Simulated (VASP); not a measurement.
Wanted: the native input for a VASP 6.6.1 run.

| Quantity | Value |
| --- | --- |
| Task | single point |
| Functional | LDA |
| Potentials or basis | VASP PAW LDA potentials, release 64 (Mg, Zn, O) |
| Cutoff | 520 eV |
| k mesh | 12 × 12 × 4 |
| Occupations | gaussian, width 0.01 eV |
| Spin | no spin polarisation |
| Hubbard terms | Zn d U = 4.0 eV |
| Dipole correction | no |
| Further INCAR settings | ALGO = Normal; EDIFF = 1e-06; NBANDS = 26 |

The structure of Mg2ZnO3 lies in POSCAR:

```
Mg2ZnO3
1.0
    3.0330000000      0.0000000000      0.0000000000
   -1.5165000000      2.6266500000      0.0000000000
    0.0000000000      0.0000000000      7.4033200000
Mg Zn O
2 1 3
Direct
    0.3333333333      0.6666666667      0.6658000000
    0.6666666667      0.3333333333      0.3342000000
    0.0000000000      0.0000000000      0.0000000000
    0.3333333333      0.6666666667      0.1726200000
    0.6666666667      0.3333333333      0.8273800000
    0.0000000000      0.0000000000      0.5000000000
```

These files were run (other wordings do the same):

INCAR

```
PREC     = Accurate       # precision mode
ENCUT    = 520            # plane-wave cutoff, eV
EDIFF    = 1E-6           # SCF threshold, eV
ISMEAR   = 0              # smearing method
SIGMA    = 0.01           # smearing width, eV
LREAL    = False          # projectors in reciprocal space
LASPH    = True           # aspherical terms in the spheres
NELM     = 150            # most SCF steps
ALGO     = Normal         # electronic algorithm
ISIF     = 2              # what is computed and relaxed
LWAVE    = False          # write WAVECAR
LCHARG   = True           # write CHGCAR
LDAU     = True           # DFT+U
LDAUTYPE = 2            
LDAUL    = -1 2 -1        # shell
LDAUU    = 0 4 0          # U, eV
LDAUJ    = 0 0 0        
LDAUPRINT= 1            
LELF     = True           # ELF
LVHAR    = True         
NBANDS   = 26             # bands
```

KPOINTS

```
regular mesh
0
Gamma
  12 12 4
```

Potentials or basis: VASP PAW LDA potentials, release 64 (Mg, Zn, O).

Launch:

```bash
$ cat potpaw_LDA.64/Mg/POTCAR potpaw_LDA.64/Zn/POTCAR potpaw_LDA.64/O/POTCAR > POTCAR
$ mpirun -np 1 vasp_std > vasp.out
```

Results of the run:

| Property | Result |
| --- | --- |
| Pressure | -15.4 GPa |
| Largest force | 0.451 eV/Å |
| Band gap on the k mesh | 3.05 eV, indirect (least direct gap 3.18 eV) |

It took 38 s on 1 thread of Intel(R) Xeon(R) 6975P-C (Granite Rapids), with other jobs on the host, peak memory 0.23 GiB.
